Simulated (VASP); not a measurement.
The system is AlN.

```
Al N
1.0
     0.00000    2.03452    2.03452
     2.03452    0.00000    2.03452
     2.03452    2.03452    0.00000
Al N
1 1
Cartesian
  2.0345 2.0345 2.0345
  0.0000 0.0000 0.0000
```

Program: VASP 6.6.1. Alike in all runs: task single point; no spin polarisation; cell as given; cutoff (eV) 600.

Problem. Order these runs on this cell by their pressure, lowest first.
A. level PBEsol; potentials or basis VASP PAW PBE potentials, release 64 (Al, N); k mesh 6 × 6 × 6; smearing tetrahedron
B. level PBEsol; potentials or basis VASP PAW PBE potentials, release 64 (Al, N); k mesh 2 × 2 × 2; smearing gaussian 0.1 eV
C. level PBE+D3(BJ); potentials or basis VASP PAW PBE potentials, release 64 (Al, N); k mesh 6 × 6 × 6; smearing gaussian 0.1 eV
D. level LDA; potentials or basis VASP PAW LDA potentials, release 64 (Al, N); k mesh 6 × 6 × 6; smearing methfessel-paxton 0.47 eV
E. level PBE; potentials or basis VASP PAW PBE potentials, release 64 (Al, N); k mesh 4 × 4 × 4; smearing gaussian 0.1 eV

Solution. D (-10.6 GPa), C (-6.7 GPa), A (-4.7 GPa), E (-0.1 GPa), B (1.7 GPa).

Caveats: all runs use coarse meshes; the PAW data sets were made with another functional, which shifts forces and pressure a little (some runs); three body term missing (some runs).
